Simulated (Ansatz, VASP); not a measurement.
**BaTiO3 in VASP and in Ansatz**

The input POSCAR:

```
BaTiO3
1.0
    2.6950526130      1.5559893516      2.2049439350
   -2.6950526130      1.5559893516      2.2049439350
    0.0000000000     -3.1119787032      2.2049439350
Ba Ti O
1 1 3
Direct
    0.9999656897      0.9999656897      0.9999656897
    0.5077048750      0.5077048750      0.5077048750
    0.4922539385      0.4922539385      0.9865215584
    0.4922539385      0.9865215584      0.4922539385
    0.9865215584      0.4922539385      0.4922539385
```

The input INCAR.step1:

```
SYSTEM = BaTiO3
PREC = Accurate
ENCUT = 520
ISMEAR = 0
SIGMA = 0.05
LREAL = .FALSE.
LASPH = .TRUE.
NELM = 150
LMAXMIX = 4
LDAU = .TRUE.
LDAUTYPE = 2
LDAUL = -1 2 -1
LDAUU = 0 4 0
LDAUJ = 0 0 0
NBANDS = 28
GGA = PE
ALGO = Normal
EDIFF = 1E-4
LWAVE = .TRUE.
LCHARG = .FALSE.
```

Contents of INCAR.step2:

```
SYSTEM = BaTiO3
PREC = Accurate
ENCUT = 520
EDIFF = 1E-6
ISMEAR = 0
SIGMA = 0.05
LREAL = .FALSE.
LASPH = .TRUE.
NELM = 150
ALGO = Normal
ISIF = 2
LWAVE = .FALSE.
LCHARG = .FALSE.
LMAXMIX = 4
LDAU = .TRUE.
LDAUTYPE = 2
LDAUL = -1 2 -1
LDAUU = 0 4 0
LDAUJ = 0 0 0
LDAUPRINT = 1
METAGGA = R2SCAN
LMIXTAU = .TRUE.
NBANDS = 28
ISTART = 1
```

The input KPOINTS:

```
regular mesh
0
G
  6 6 6
  0 0 0
```

Input for Ansatz:

```yaml
crystal:
  lattice:
    - [2.695052613, 1.5559893516, 2.204943935]
    - [-2.695052613, 1.5559893516, 2.204943935]
    - [0.0, -3.1119787032, 2.204943935]
  atoms:
    - { symbol: Ba, position: [0.9999656897, 0.9999656897, 0.9999656897] }
    - { symbol: Ti, position: [0.507704875, 0.507704875, 0.507704875] }
    - { symbol: O, position: [0.4922539385, 0.4922539385, 0.9865215584] }
    - { symbol: O, position: [0.4922539385, 0.9865215584, 0.4922539385] }
    - { symbol: O, position: [0.9865215584, 0.4922539385, 0.4922539385] }
basis:
  ecutwfc: 500
kpoints:
  mp_grid: { grid: [6, 6, 6] }
hamiltonian:
  xc: r2scan
  hubbard: { sites: [{ species: Ti, l: d, u_eff: 4.0 }] }
scf:
  occupations: { method: gaussian, width: 0.05 }
output:
  forces: true
  stress: true
  eigenvalues: true
```

Change from the starting cell: strain -0.050 along x and y, -0.050 along z, atoms carried along.

Alike in both runs: task single point; functional r2SCAN; k mesh 6 × 6 × 6; occupations gaussian, width 0.05 eV; no spin polarisation; Hubbard terms Ti d U = 4.0 eV.

```csv
,VASP,Ansatz
version,VASP 6.6.1,Ansatz 0.2.0
potentials or method,"VASP PAW PBE potentials, release 64 (Ba_sv, Ti_sv, O), cutoff 520 eV","scalar-relativistic, plane waves, PAW"
valence electrons in the cell,40,40
```

```tsv
	VASP	Ansatz	Ansatz less VASP
gap on the k mesh at the Fermi level (eV)	3.33	3.37	+0.039
least direct gap on the mesh (eV)	3.45	3.44	-0.015
pressure (GPa)	44.5	38.0	-6.57
traceless stress, the component that is largest in VASP (GPa)	-0.90	-0.66	+0.237
rms of the force components (eV/Å)	0.766	0.518	-0.2475
```

VASP's potentials were made for PBE, not for r2SCAN. The programs project onto different local orbitals, so the same U acts differently, and such runs can settle in different states. Atom by atom the forces differ by 0.249 eV/Å (rms over components). The pressures are high and differ by over a tenth, so treat them with care.

Spin-orbit coupling is off throughout.
